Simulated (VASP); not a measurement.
# Hf5H in VASP: notebook, part 2 of 2

VASP 6.6.1.

### Step 5. Single point, PBE+D3(BJ)

Input file INCAR:

```
PREC = Accurate ; ENCUT = 520
EDIFF = 1E-7 ; ISMEAR = 0
SIGMA = 0.1 ; LREAL = False
LASPH = True ; NELM = 80
ALGO = Normal ; ISIF = 2
LWAVE = False ; LCHARG = False
LDIPOL = True ; IDIPOL = 3
DIPOL = 0.5 0.5 0.319 ; GGA = PE
IVDW = 12 ; NBANDS = 34
```

Input file KPOINTS:

```
regular mesh
0
Gamma
  6 6 1
```

Input file POSCAR:

```
Hf5H
1.0
    4.9564149667      0.0000000000      0.0000000000
   -2.4782074834      4.2923812729      0.0000000000
    0.0000000000      0.0000000000     21.1328376004
Hf H
5 1
Direct
    0.6666666667      0.3333333333      0.1892788879
    0.3333333333      0.6666666667      0.2371533849
    0.0000000000      0.0000000000      0.2763383880
    0.6666666667      0.3333333333      0.3164267596
    0.3333333333      0.6666666667      0.3706476976
    0.7777777778      0.7777777778      0.5268027802
```

Potentials or basis: VASP PAW PBE potentials, release 64 (Hf_pv, H).

The run is started by

```sh
$ cat potpaw_PBE.64/Hf_pv/POTCAR potpaw_PBE.64/H/POTCAR > POTCAR
$ mpirun -np 1 vasp_std > vasp.out
```

OUTCAR:

```text
PREC = Accurate
   ENCUT = 520
   EDIFF = 1E-7
   ISMEAR = 0
   LREAL = False
   LASPH = True
   NELM = 80
   ISIF = 2
   GGA = PE
   IVDW = 12
 IVDW          = 12

 ion  position               nearest neighbor table
   1  0.667  0.333  0.189-   4 2.69   2 3.04   2 3.04   2 3.04   3 3.40   3 3.40   3 3.40
   2  0.333  0.667  0.237-   5 2.82   3 2.98   3 2.98   3 2.98   1 3.04   1 3.04   1 3.04   4 3.32
                             4 3.32   4 3.32
   3  0.000  0.000  0.276-   2 2.98   2 2.98   2 2.98   4 2.98   4 2.98   4 2.98   1 3.40   1 3.40
                             1 3.40   5 3.49   5 3.49   5 3.49
   4  0.667  0.333  0.316-   1 2.69   3 2.98   3 2.98   3 2.98   5 3.08   5 3.08   5 3.08   2 3.32
                             2 3.32   2 3.32
   5  0.333  0.667  0.371-   2 2.82   4 3.08   4 3.08   4 3.08   3 3.49   3 3.49   3 3.49
   6  0.778  0.778  0.527-

  LATTYP: Found a hexagonal cell.
 ALAT       =     4.9564149667
 C/A-ratio  =     4.2637345223

  Lattice vectors:

 A1 = (   4.9564149667,   0.0000000000,   0.0000000000)
 A2 = (  -2.4782074834,   4.2923812729,   0.0000000000)
 A3 = (   0.0000000000,   0.0000000000,  21.1328376004)

Analysis of symmetry for initial positions (statically):
=====================================================================
 Subroutine PRICEL returns:
 Original cell was already a primitive cell.

 Routine SETGRP: Setting up the symmetry group for a
 hexagonal supercell.

 Subroutine GETGRP returns: Found  1 space group operations
 (whereof  1 operations were pure point group operations)
 out of a pool of 24 trial point group operations.

The static configuration has the point symmetry C_1 .

Analysis of symmetry for dynamics (positions and initial velocities):
=====================================================================
 Subroutine PRICEL returns:
 Original cell was already a primitive cell.

 Routine SETGRP: Setting up the symmetry group for a
 hexagonal supercell.

 Subroutine GETGRP returns: Found  1 space group operations
 (whereof  1 operations were pure point group operations)
 out of a pool of 24 trial point group operations.

The dynamic configuration has the point symmetry C_1 .

 Subroutine INISYM returns: Found  1 space group operations
 (whereof  1 operations are pure point group operations),
 and found     1 'primitive' translations

----------------------------------------------------------------------------------------

                                     Primitive cell

  volume of cell :     449.5974

  direct lattice vectors                    reciprocal lattice vectors
     4.956414967  0.000000000  0.000000000     0.201758732  0.116485458  0.000000000
    -2.478207483  4.292381273  0.000000000     0.000000000  0.232970917  0.000000000
     0.000000000  0.000000000 21.132837600     0.000000000  0.000000000  0.047319722

  length of vectors
     4.956414967  4.956414967 21.132837600     0.232970917  0.232970917  0.047319722

  position of ions in fractional coordinates (direct lattice)
     0.666666667  0.333333333  0.189278888
     0.333333333  0.666666667  0.237153385
     0.000000000  0.000000000  0.276338388
     0.666666667  0.333333333  0.316426760
     0.333333333  0.666666667  0.370647698
     0.777777778  0.777777778  0.526802780

  ion indices of the primitive-cell ions
   primitive index   ion index
                 1           1
                 2           2
                 3           3
[... 55 lines left out ...]
   dimension x,y,z NGX =    40 NGY =   40 NGZ =  160
   dimension x,y,z NGXF=    80 NGYF=   80 NGZF=  320
   ions per type =               5   1
   NGX,Y,Z   is equivalent  to a cutoff of  13.42, 13.42, 12.59 a.u.
   NGXF,Y,Z  is equivalent  to a cutoff of  26.83, 26.83, 25.17 a.u.
 SYSTEM =  unknown system
   PREC   = accura    normal or accurate (medium, high low for compatibility)
   ISTART =      0    job   : 0-new  1-cont  2-samecut
   ICHARG =      2    charge: 1-file 2-atom 10-const
   ISPIN  =      1    spin polarized calculation?
   LNONCOLLINEAR =      F non collinear calculations
   LSORBIT =      F    spin-orbit coupling
   LASPH  =      T    aspherical Exc in radial PAW
   ENCUT  =  520.0 eV  38.22 Ry    6.18 a.u.   9.22  9.22 39.29*2*pi/ulx,y,z
   NELM   =     80;   NELMIN=  2; NELMDL= -5     # of ELM steps
   EDIFF  = 0.1E-06   stopping-criterion for ELM
   LREAL  =      F    real-space projection
   EDIFFG = 0.1E-05   stopping-criterion for IOM
   NSW    =      0    number of steps for IOM
   IBRION =     -1    ionic relax: 0-MD 1-quasi-New 2-CG
   NFREE  =      0    steps in history (QN), initial steepest desc. (CG)
   ISIF   =      2    stress and relaxation
   ISYM   =      2    0-nonsym 1-usesym 2-fastsym
   POTIM  = 0.5000    time-step for ionic-motion
   TEBEG  =    0.0;   TEEND  =   0.0 temperature during run
   PSTRESS=    0.0 pullay stress
   NELECT =      51.0000    total number of electrons
   NUPDOWN=      -1.0000    fix difference up-down
   EMIN   =  10.00;   EMAX   =-10.00  energy-range for DOS
   EFERMI =   0.00;   METHOD = LEGACY
   ISMEAR =     0;   SIGMA  =   0.10  broadening in eV -4-tet -1-fermi 0-gaus
   EFERMI_NEDOS =   21; number of points for ismear=-14 and -15
   IALGO  =     38    algorithm
   IMIX   =      4    mixing-type and parameters
     AMIX     =   0.40;   BMIX     =  1.00
     AMIX_MAG =   1.60;   BMIX_MAG =  1.00
  volume/ion in A,a.u.               =      74.93       505.67
  Fermi-wavevector in a.u.,A,eV,Ry     =   0.792484  1.497577  8.544871  0.628030
  Thomas-Fermi vector in A             =   1.898231
   LORBIT       =      0    0 simple, 1 ext, 2 COOP (PROOUT), +10 PAW based schemes
   GGA     = PE    functional components
   LHFCALC =     F    Hartree Fock is set to
   AEXX    =    0.0000 exact exchange contribution
   IVDW    =    12    specifies the selected vdW correction
   LEPSILON=     F    determine dielectric tensor
   LRPA    =     F    only Hartree local field effects (RPA)
 non-spin polarized calculation
 Gauss-broadening in eV      SIGMA  =   0.10
  energy-cutoff  :      520.00
  volume of cell :      449.60
 maximum number of plane-waves:     12126
 NGX is ok and might be reduce to    40
   NGX = 19   NGY = 19   NGZ = 79

 dipolmoment           0.000000      0.000000     -0.346708 electrons x Angstroem

 number of electron      51.0000004 magnetization

 dipolmoment           0.000000      0.000000      0.373879 electrons x Angstroem

 Free energy of the ion-electron system (eV)
  ---------------------------------------------------
  ext. energy  EPLUGINS =         0.00000000
  ---------------------------------------------------
  free energy    TOTEN  =       -44.50790664 eV

  energy without entropy =      -44.43608001  energy(sigma->0) =      -44.47199333

 E-fermi :  -2.2744     XC(G=0):  -4.1071

 val. band max:       -2.2854818429   @ k =  -0.1667   0.5000   0.0000
 cond. band min:      -2.2624702263   @ k =   0.0000   0.5000   0.0000
 fundamental gap:      0.0230116166
 Fermi energy:        -2.2743549820

 k-point     1 :       0.0000    0.0000    0.0000
  band No.  band energies     occupation
      1     -33.6896      2.00000
      2     -33.6397      2.00000
      3     -33.6350      2.00000
      4     -33.5416      2.00000
      5     -33.3096      2.00000
      6     -33.3048      2.00000
[... 729 lines left out ...]
     33      -0.6160      0.00000
     34      -0.5182      0.00000

------------------------ aborting loop because EDIFF is reached ----------------------------------------

 vacuum level on the upper side and lower side of the slab       (xc-potential included)         1.450        -1.655

 Edisp (eV)   -1.19923

 E8    (eV) :    -0.6673

  FORCE on cell =-STRESS in cart. coord.  units (eV):
  Direction    XX          YY          ZZ          XY          YZ          ZX
  --------------------------------------------------------------------------------------
  -------------------------------------------------------------------------------------
  Total      -4.32545    -3.93658    -1.25244    -0.01040    -0.31383    -0.39685
  in kB     -15.41411   -14.02831    -4.46316    -0.03705    -1.11835    -1.41419
  external pressure =      -11.30 kB  Pullay stress =        0.00 kB

 VOLUME and BASIS-vectors are now :
 -----------------------------------------------------------------------------
  energy-cutoff  :      520.00
  volume of cell :      449.60
      direct lattice vectors                 reciprocal lattice vectors
     4.956414967  0.000000000  0.000000000     0.201758732  0.116485458  0.000000000
    -2.478207483  4.292381273  0.000000000     0.000000000  0.232970917  0.000000000
     0.000000000  0.000000000 21.132837600     0.000000000  0.000000000  0.047319722

 POSITION                                       TOTAL-FORCE (eV/Angst)
 -----------------------------------------------------------------------------------
      2.47821      1.43079      4.00000         0.021328      0.013448     -0.957203
     -0.00000      2.86159      5.01172         0.014924     -0.003873      1.021484
      0.00000      0.00000      5.83981        -0.023043     -0.007905      0.014419
      2.47821      1.43079      6.68700        -0.061487     -0.009343     -0.088377
     -0.00000      2.86159      7.83284         0.166228      0.098442      0.644972
      1.92749      3.33852     11.13284        -0.117951     -0.090769     -0.635295
 -----------------------------------------------------------------------------------
    total drift:                                0.000017      0.000024      0.000037

  FREE ENERGIE OF THE ION-ELECTRON SYSTEM (eV)
  ---------------------------------------------------
  free  energy   TOTEN  =       -45.7071399967 eV

  energy  without entropy=      -45.6353133693  energy(sigma->0) =      -45.67122668

 vacuum level on the upper side and lower side of the slab         4.098         0.911
```

Wall time 20 min (1 thread of Intel Xeon Platinum 8259CL at 2.50GHz (Skylake/Cascade Lake), shared host); peak memory 0.7 GiB.

Results:

```yaml
Free_energy: -45.7071 eV
Largest_force: 1.022 eV/Å
Band_gap_on_the_k_mesh: zero (an odd number of electrons rules out a gap without spin polarisation)
Dispersion_energy_per_atom: -0.200 eV
```

Forces in eV/Å, atoms in the order of the input:
```
Hf   0.021  0.013 -0.957
Hf   0.015 -0.004  1.021
Hf  -0.023 -0.008  0.014
Hf  -0.061 -0.009 -0.088
Hf   0.166  0.098  0.645
H   -0.118 -0.091 -0.635
```

Levels at points of the mesh, in eV from the Fermi level:
| k point | band 24 | band 25 | band 26 | band 27 | band 28 | band 29 |
| --- | --- | --- | --- | --- | --- | --- |
| (0.00, 0.00, 0.00) | -0.31 | -0.29 | -0.25 | -0.04 | -0.04 | 0.19 |
| (0.50, 0.00, 0.00) | -0.25 | -0.19 | -0.03 | 0.05 | 0.10 | 0.38 |
| (0.00, 0.50, 0.00) | -0.19 | -0.08 | -0.03 | 0.01 | 0.10 | 0.18 |
| (0.50, 0.50, 0.00) | -0.22 | -0.17 | -0.03 | 0.02 | 0.10 | 0.31 |

Caveat: spin-orbit coupling is left out, which moves the levels of the heavy elements.

### Step 6. Summary

```tsv
cell	gap on the mesh (eV)	largest force (eV/Å)
as given, atomic positions A	none	1.03
as given, atomic positions B	none	1.02
as given, atomic positions C	none	1.01
as given, atomic positions D	none	1.02
```

Alike in all rows: task single point; level PBE+D3(BJ); potentials or basis VASP PAW PBE potentials, release 64 (Hf_pv, H); no spin polarisation; k mesh 6 × 6 × 1; cutoff (eV) 520; smearing gaussian 0.1 eV.

Caveats: spin-orbit coupling is left out, which moves the levels of the heavy elements.

Total energies depend on the potentials used, so only differences within one code and one set of settings carry meaning.
